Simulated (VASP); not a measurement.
Set up this calculation in VASP 6.6.1, as the native input.

```
Task                   : single point
Functional             : PBE
Potentials or basis    : VASP PAW PBE potentials, release 64 (Li_sv, Cl)
Cutoff                 : 520 eV
k mesh                 : 8 × 8 × 8
Occupations            : gaussian, width 0.05 eV
Spin                   : no spin polarisation
Dipole correction      : no
Further INCAR settings : ALGO = Normal; EDIFF = 1e-06; NBANDS = 12
```

The structure of LiCl lies in POSCAR:

```
LiCl
1.0
    0.0000000000      2.5647600000      2.6801742000
    2.5647600000      0.0000000000      2.6801742000
    2.5647600000      2.5647600000      0.0000000000
Li Cl
1 1
Direct
    0.0000000000      0.0000000000      0.0000000000
    0.5000000000      0.5000000000      0.5000000000
```

This cell differs from its parent crystal: strain +0.0450 x Voigt [0, 0, 1, 0, 0, 0].

These files were run (other wordings do the same):

INCAR

```
ALGO = Normal
EDIFF = 1E-6
ENCUT = 520
GGA = PE
ISIF = 2
ISMEAR = 0
LASPH = True
LCHARG = True
LELF = True
LREAL = False
LVHAR = True
LWAVE = False
NBANDS = 12
NELM = 80
PREC = Accurate
SIGMA = 0.05
```

KPOINTS

```
k-points
0
Gamma
  8 8 8
```

Potentials or basis: VASP PAW PBE potentials, release 64 (Li_sv, Cl).

Command:

```console
$ cat potpaw_PBE.64/Li_sv/POTCAR potpaw_PBE.64/Cl/POTCAR > POTCAR
$ mpirun -np 1 vasp_std > vasp.out
```

Results of the run:

| Item | Value |
| --- | --- |
| Band gap on the k mesh | 6.03 eV |

Caveat: the cell differs from its parent crystal (strain +0.0450 x Voigt [0, 0, 1, 0, 0, 0]).

It took 36 s on 1 thread of Intel Xeon 8259CL, with other jobs on the host, peak memory 0.16 GiB.
